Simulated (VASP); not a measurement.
# Mg2PbN2 (P-3m1) in VASP: further runs

Mg2PbN2 is run at these levels: PBE; tasks: single point.

Everything below comes from runs of VASP 6.6.1. Logs are shortened: lines on timing, memory, paths and dates and some standing lists are left out, and cuts for length are marked.

### Step 1. The cell of the first run

Symmetry: P-3m1, No. 164, trigonal system. The conventional cell has a = 3.627 Å, b = 3.627 Å, c = 6.566 Å, α = 90.00°, β = 90.00°, γ = 120.00°. Within 2.8 Å of Mg (site symmetry 3m) lie 4 N at 2.14 to 2.24 Å and 3 Mg at 2.78 Å. Pb (site symmetry -3m) has 6 N at 2.86 Å and 6 Mg at 3.16 Å and 6 Pb at 3.63 Å within 3.8 Å. N (site symmetry 3m) has 4 Mg at 2.14 to 2.24 Å and 3 Pb at 2.86 Å within 2.9 Å.

### Step 2. Single point, PBE

The input, INCAR:

```
SYSTEM = Mg2PbN2
PREC = Accurate
ENCUT = 520
EDIFF = 1E-7
ISMEAR = 0
SIGMA = 0.01
LREAL = .False.
LASPH = .True.
NELM = 80
ALGO = Normal
ISIF = 2
LWAVE = .False.
LCHARG = .True.
GGA = PE
LELF = .True.
LVHAR = .True.
NBANDS = 22
```

The input, KPOINTS:

```
regular mesh
0
Gamma
  5 5 2
  0 0 0
```

The input, POSCAR:

```
Mg2PbN2
1.0
    3.6268640000      0.0000000000      0.0000000000
   -1.8134320000      3.1409563601      0.0000000000
    0.0000000000      0.0000000000      6.5658920000
Mg Pb N
2 1 2
Direct
    0.6666666667      0.3333333333      0.1387760000
    0.3333333333      0.6666666667      0.8612240000
    0.0000000000      0.0000000000      0.5000000000
    0.6666666667      0.3333333333      0.7974550000
    0.3333333333      0.6666666667      0.2025450000
```

Potentials or basis: VASP PAW PBE potentials, release 64 (Mg, Pb_d, N).

Command:

```bash
> cat potpaw_PBE.64/Mg/POTCAR potpaw_PBE.64/Pb_d/POTCAR potpaw_PBE.64/N/POTCAR > POTCAR
> mpirun -np 1 vasp_std > vasp.out
```

OUTCAR:

```text
SYSTEM = Mg2PbN2
   PREC = Accurate
   ENCUT = 520
   EDIFF = 1E-7
   ISMEAR = 0
   LREAL = .False.
   LASPH = .True.
   NELM = 80
   ISIF = 2
   GGA = PE

 ion  position               nearest neighbor table
   1  0.667  0.333  0.139-   5 2.14   5 2.14   5 2.14   4 2.24   2 2.78   2 2.78   2 2.78   3 3.16
                             3 3.16   3 3.16
   2  0.333  0.667  0.861-   4 2.14   4 2.14   4 2.14   5 2.24   1 2.78   1 2.78   1 2.78   3 3.16
                             3 3.16   3 3.16
   3  0.000  0.000  0.500-   4 2.86   5 2.86   4 2.86   5 2.86   4 2.86   5 2.86   1 3.16   2 3.16
                             2 3.16   1 3.16   1 3.16   2 3.16
   4  0.667  0.333  0.797-   2 2.14   2 2.14   2 2.14   1 2.24   3 2.86   3 2.86   3 2.86
   5  0.333  0.667  0.203-   1 2.14   1 2.14   1 2.14   2 2.24   3 2.86   3 2.86   3 2.86

  LATTYP: Found a hexagonal cell.
 ALAT       =     3.6268640000
 C/A-ratio  =     1.8103496574

  Lattice vectors:

 A1 = (   3.6268640000,   0.0000000000,   0.0000000000)
 A2 = (  -1.8134320000,   3.1409563601,   0.0000000000)
 A3 = (   0.0000000000,   0.0000000000,   6.5658920000)

Analysis of symmetry for initial positions (statically):
=====================================================================
 Subroutine PRICEL returns:
 Original cell was already a primitive cell.

 Routine SETGRP: Setting up the symmetry group for a
 hexagonal supercell.

 Subroutine GETGRP returns: Found 12 space group operations
 (whereof 12 operations were pure point group operations)
 out of a pool of 24 trial point group operations.

The static configuration has the point symmetry D_3d.

Analysis of symmetry for dynamics (positions and initial velocities):
=====================================================================
 Subroutine PRICEL returns:
 Original cell was already a primitive cell.

 Routine SETGRP: Setting up the symmetry group for a
 hexagonal supercell.

 Subroutine GETGRP returns: Found 12 space group operations
 (whereof 12 operations were pure point group operations)
 out of a pool of 24 trial point group operations.

The dynamic configuration has the point symmetry D_3d.

 Subroutine INISYM returns: Found 12 space group operations
 (whereof 12 operations are pure point group operations),
 and found     1 'primitive' translations

----------------------------------------------------------------------------------------

                                     Primitive cell

  volume of cell :      74.7975

  direct lattice vectors                    reciprocal lattice vectors
     3.626864000  0.000000000  0.000000000     0.275720292  0.159187185  0.000000000
    -1.813432000  3.140956360  0.000000000     0.000000000  0.318374369  0.000000000
     0.000000000  0.000000000  6.565892000     0.000000000  0.000000000  0.152302231

  length of vectors
     3.626864000  3.626864000  6.565892000     0.318374369  0.318374369  0.152302231

  position of ions in fractional coordinates (direct lattice)
     0.666666667  0.333333333  0.138776000
     0.333333333  0.666666667  0.861224000
     0.000000000  0.000000000  0.500000000
     0.666666667  0.333333333  0.797455000
     0.333333333  0.666666667  0.202545000

  ion indices of the primitive-cell ions
   primitive index   ion index
                 1           1
                 2           2
                 3           3
                 4           4
                 5           5

----------------------------------------------------------------------------------------

 KPOINTS: regular mesh

Automatic generation of k-mesh.
 Grid dimensions read from file:
 generate k-points for:    5    5    2

 Generating k-lattice:

  Cartesian coordinates                     Fractional coordinates (reciprocal lattice)
     0.055144058  0.031837437  0.000000000     0.200000000 -0.000000000  0.000000000
     0.000000000  0.063674874  0.000000000     0.000000000  0.200000000  0.000000000
     0.000000000  0.000000000  0.076151115     0.000000000  0.000000000  0.500000000

  Length of vectors
     0.063674874  0.063674874  0.076151115

  Shift w.r.t. Gamma in fractional coordinates (k-lattice)
     0.000000000  0.000000000  0.000000000

 Subroutine IBZKPT returns following result:
 ===========================================

 Found     10 irreducible k-points:

 Following reciprocal coordinates:
            Coordinates               Weight
  0.000000  0.000000  0.000000      1.000000
  0.200000 -0.000000  0.000000      6.000000
  0.400000 -0.000000  0.000000      6.000000
  0.200000  0.200000  0.000000      6.000000
  0.400000  0.200000  0.000000      6.000000
  0.000000  0.000000  0.500000      1.000000
  0.200000 -0.000000  0.500000      6.000000
  0.400000 -0.000000  0.500000      6.000000
  0.200000  0.200000  0.500000      6.000000
  0.400000  0.200000  0.500000      6.000000
   k-points           NKPTS =     10   k-points in BZ     NKDIM =     10   number of bands    NBANDS=     22
   number of dos      NEDOS =    301   number of ions     NIONS =      5
   total plane-waves  NPLWV =  39200
   dimension x,y,z NGX =    28 NGY =   28 NGZ =   50
   dimension x,y,z NGXF=    56 NGYF=   56 NGZF=  100
   ions per type =               2   1   2
   NGX,Y,Z   is equivalent  to a cutoff of  12.83, 12.83, 12.66 a.u.
   NGXF,Y,Z  is equivalent  to a cutoff of  25.67, 25.67, 25.32 a.u.
 SYSTEM =  Mg2PbN2
   PREC   = accura    normal or accurate (medium, high low for compatibility)
   ISTART =      0    job   : 0-new  1-cont  2-samecut
   ICHARG =      2    charge: 1-file 2-atom 10-const
   ISPIN  =      1    spin polarized calculation?
   LNONCOLLINEAR =      F non collinear calculations
   LSORBIT =      F    spin-orbit coupling
   LASPH  =      T    aspherical Exc in radial PAW
   ENCUT  =  520.0 eV  38.22 Ry    6.18 a.u.   6.74  6.74 12.21*2*pi/ulx,y,z
   NELM   =     80;   NELMIN=  2; NELMDL= -5     # of ELM steps
   EDIFF  = 0.1E-06   stopping-criterion for ELM
   LREAL  =      F    real-space projection
   EDIFFG = 0.1E-05   stopping-criterion for IOM
   NSW    =      0    number of steps for IOM
   IBRION =     -1    ionic relax: 0-MD 1-quasi-New 2-CG
   NFREE  =      0    steps in history (QN), initial steepest desc. (CG)
   ISIF   =      2    stress and relaxation
   ISYM   =      2    0-nonsym 1-usesym 2-fastsym
   POTIM  = 0.5000    time-step for ionic-motion
   TEBEG  =    0.0;   TEEND  =   0.0 temperature during run
   PSTRESS=    0.0 pullay stress
   NELECT =      28.0000    total number of electrons
   NUPDOWN=      -1.0000    fix difference up-down
   EMIN   =  10.00;   EMAX   =-10.00  energy-range for DOS
   EFERMI =   0.00;   METHOD = LEGACY
   ISMEAR =     0;   SIGMA  =   0.01  broadening in eV -4-tet -1-fermi 0-gaus
   EFERMI_NEDOS =   21; number of points for ismear=-14 and -15
   IALGO  =     38    algorithm
   IMIX   =      4    mixing-type and parameters
     AMIX     =   0.40;   BMIX     =  1.00
     AMIX_MAG =   1.60;   BMIX_MAG =  1.00
  volume/ion in A,a.u.               =      14.96       100.95
  Fermi-wavevector in a.u.,A,eV,Ry     =   1.179864  2.229619 18.940379  1.392079
  Thomas-Fermi vector in A             =   2.316167
   LORBIT       =      0    0 simple, 1 ext, 2 COOP (PROOUT), +10 PAW based schemes
   GGA     = PE    functional components
   LHFCALC =     F    Hartree Fock is set to
   AEXX    =    0.0000 exact exchange contribution
   IVDW    =     0    specifies the selected vdW correction
   LEPSILON=     F    determine dielectric tensor
   LRPA    =     F    only Hartree local field effects (RPA)
 non-spin polarized calculation
 Gauss-broadening in eV      SIGMA  =   0.01
  energy-cutoff  :      520.00
  volume of cell :       74.80
 maximum number of plane-waves:      2040
 NGX is ok and might be reduce to    28
   NGX = 13   NGY = 13   NGZ = 25

 number of electron      27.9999999 magnetization

 Free energy of the ion-electron system (eV)
  ---------------------------------------------------
  ext. energy  EPLUGINS =         0.00000000
  ---------------------------------------------------
  free energy    TOTEN  =       -24.07797388 eV

  energy without entropy =      -24.07797388  energy(sigma->0) =      -24.07797388

 E-fermi :   5.6524     XC(G=0): -10.2996

 val. band max:        5.5540526902   @ k =   0.0000   0.0000   0.5000
 cond. band min:       5.7929544769   @ k =   0.0000   0.0000   0.5000
 fundamental gap:      0.2389017867
 Fermi energy:         5.6523629807

 k-point     1 :       0.0000    0.0000    0.0000
  band No.  band energies     occupation
      1     -11.7338      2.00000
      2     -11.7338      2.00000
      3     -11.6889      2.00000
      4     -11.5522      2.00000
      5     -11.5522      2.00000
      6      -8.6583      2.00000
[... 14 lines left out ...]
     21      14.8322      0.00000
     22      15.0903      0.00000

 k-point     2 :       0.2000   -0.0000    0.0000
  band No.  band energies     occupation
      1     -11.7544      2.00000
      2     -11.6740      2.00000
      3     -11.6420      2.00000
      4     -11.6071      2.00000
      5     -11.5581      2.00000
      6      -8.3339      2.00000
[... 14 lines left out ...]
     21      14.5259      0.00000
     22      14.7771      0.00000

 k-point     3 :       0.4000   -0.0000    0.0000
  band No.  band energies     occupation
      1     -11.7951      2.00000
      2     -11.6907      2.00000
      3     -11.6031      2.00000
      4     -11.5624      2.00000
      5     -11.5395      2.00000
      6      -7.6483      2.00000
[... 14 lines left out ...]
     21      14.1771      0.00000
     22      15.1473      0.00000
[... 126 lines left out ...]
 k-point     9 :       0.2000    0.2000    0.5000
  band No.  band energies     occupation
      1     -11.7403      2.00000
      2     -11.6620      2.00000
      3     -11.6559      2.00000
      4     -11.5922      2.00000
      5     -11.5525      2.00000
      6      -7.5484      2.00000
[... 14 lines left out ...]
     21      13.9617      0.00000
     22      14.4518      0.00000

 k-point    10 :       0.4000    0.2000    0.5000
  band No.  band energies     occupation
      1     -11.7348      2.00000
      2     -11.6835      2.00000
      3     -11.6323      2.00000
      4     -11.5768      2.00000
      5     -11.5542      2.00000
      6      -7.2498      2.00000
[... 14 lines left out ...]
     21      14.1978      0.00000
     22      14.6873      0.00000

------------------------ aborting loop because EDIFF is reached ----------------------------------------

  FORCE on cell =-STRESS in cart. coord.  units (eV):
  Direction    XX          YY          ZZ          XY          YZ          ZX
  --------------------------------------------------------------------------------------
  -------------------------------------------------------------------------------------
  Total       -0.1938748     -0.1938748     -0.1692924      0.0000000      0.0000000      0.0000000
  in kB       -4.1528386     -4.1528386     -3.6262775      0.0000000      0.0000000      0.0000000
  external PRESSURE =      -3.9773182 kB  Pullay stress =       0.0000000 kB

 VOLUME and BASIS-vectors are now :
 -----------------------------------------------------------------------------
  energy-cutoff  :      520.00
  volume of cell :       74.80
      direct lattice vectors                 reciprocal lattice vectors
     3.626864000  0.000000000  0.000000000     0.275720292  0.159187185  0.000000000
    -1.813432000  3.140956360  0.000000000     0.000000000  0.318374369  0.000000000
     0.000000000  0.000000000  6.565892000     0.000000000  0.000000000  0.152302231

 POSITION                                       TOTAL-FORCE (eV/Angst)
 -----------------------------------------------------------------------------------
      1.81343      1.04699      0.91119        -0.000000     -0.000000     -0.003671
     -0.00000      2.09397      5.65470         0.000000      0.000000      0.003671
      0.00000      0.00000      3.28295        -0.000000      0.000000      0.000000
      1.81343      1.04699      5.23600         0.000000      0.000000      0.013717
     -0.00000      2.09397      1.32989        -0.000000      0.000000     -0.013717
 -----------------------------------------------------------------------------------
    total drift:                                0.000000      0.000000     -0.000000

  FREE ENERGIE OF THE ION-ELECTRON SYSTEM (eV)
  ---------------------------------------------------
  free  energy   TOTEN  =       -24.0779738814 eV

  energy  without entropy=      -24.0779738814  energy(sigma->0) =      -24.07797388
```

It took 31 s on 1 thread of Intel Xeon 8259CL, shared host; peak memory 0.19 GiB.

Results:

```
Free energy            : -24.0780 eV
Pressure               : -0.4 GPa
Largest force          : 0.014 eV/Å
Band gap on the k mesh : 0.24 eV
```

Forces in eV/Å, atoms in the order of the input:
```
Mg   0.000  0.000 -0.004
Mg   0.000  0.000  0.004
Pb   0.000  0.000  0.000
N    0.000  0.000  0.014
N    0.000  0.000 -0.014
```

Caveat: the k points lie up to 0.48 Å⁻¹ apart; spin-orbit coupling is left out, which moves the levels of the heavy elements; an odd mesh through Γ misses points on the zone boundary, where band edges can lie.

(Part 1 of 3 ends here.)
